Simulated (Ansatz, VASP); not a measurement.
## MgS in VASP and in Ansatz

```
CELL_PARAMETERS angstrom
0.00000 2.59500 2.59500
2.59500 0.00000 2.59500
2.59500 2.59500 0.00000
ATOMIC_POSITIONS crystal
Mg 0.00000 0.00000 0.00000
S 0.50000 0.50000 0.50000
```

Alike in both runs: task single point; functional PBE; k mesh 6 × 6 × 6; occupations gaussian, width 0.1 eV; no spin polarisation.

|  | VASP | Ansatz |
| --- | --- | --- |
| version | VASP 6.6.1 | Ansatz 0.2.0 |
| potentials or method | VASP PAW PBE potentials, release 64 (Mg, S), cutoff 600 eV | scalar-relativistic, plane waves, PAW |
| valence electrons in the cell | 8 | 16 |

```csv
,VASP,Ansatz,Ansatz less VASP
gap on the k mesh at the Fermi level (eV),2.79,2.80,+0.013
least direct gap on the mesh (eV),3.77,3.78,+0.011
pressure (GPa),1.5,1.8,+0.28
```

With one functional, cell and mesh, what is left measures potentials, basis and numerics. VASP's potentials hold 8 valence electrons a cell and Ansatz's 16, so a difference there can come from the potentials and not from the codes.
